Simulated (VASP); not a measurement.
Crystal: Ga2GeO.

```
CELL_PARAMETERS angstrom
3.56869 0.00000 0.00000
-1.78435 3.09058 0.00000
0.00000 0.00000 4.80366
ATOMIC_POSITIONS crystal
Ga 0.00000 0.00000 0.75048
Ga 0.00000 0.00000 0.24952
Ge 0.66667 0.33333 0.50000
O 0.33333 0.66667 0.00000
```

| Item | Value |
| --- | --- |
| Program | VASP 6.6.1 |
| Task | relaxation of cell and atoms |
| Functional | PBE |
| Potentials or basis | VASP PAW PBE potentials, release 64 (Ga_d, Ge_d, O) |
| Cutoff | 600 eV |
| k mesh | 6 × 6 × 4 |
| Occupations | gaussian, width 0.1 eV |
| Spin | no spin polarisation |

At the start: pressure 30.5 GPa; volume 13.25 Å³/atom.

Task: Where does the relaxation end?

Result: Over 14 steps the energy falls by 630.1 meV/atom and the volume is 15.42 Å³/atom (+16.4 %); space group P-6m2 (No. 187, to 0.05 Å).

Step by step:
```
step  energy change (eV)  largest force (eV/Å)  pressure (GPa)  volume (Å³)
   1              0.0000                1.6536           30.51        52.98
   2             -1.3715                0.3045           -6.88        74.54
   3             -1.4577                0.3420           -2.20        68.50
   4             -1.4583                0.3410           -2.92        69.27
   5             -1.7581                0.5336           -2.58        67.82
   6             -2.3978                1.0217           -0.47        62.36
   7             -0.9103                1.7732           24.75        47.75
   8             -2.4719                0.7275            1.41        60.27
   9             -2.5041                0.1775           -0.27        61.62
  10             -2.5111                0.0884            0.11        61.23
  11             -2.5194                0.0070            0.45        61.30
  12             -2.5197                0.0098            0.53        61.31
  13             -2.5195                0.0209           -0.56        62.09
  14             -2.5203                0.0045            0.00        61.67
```

Final structure:
```
CELL_PARAMETERS angstrom
3.27157 0.00000 0.00000
-1.63578 2.83326 0.00000
0.00000 0.00000 6.65280
ATOMIC_POSITIONS crystal
Ga 0.00000 0.00000 0.79309
Ga 0.00000 0.00000 0.20691
Ge 0.66667 0.33333 0.50000
O 0.33333 0.66667 0.00000
```

Caveat: the volume moved by over 15 % at a fixed basis, so the end points are rough.
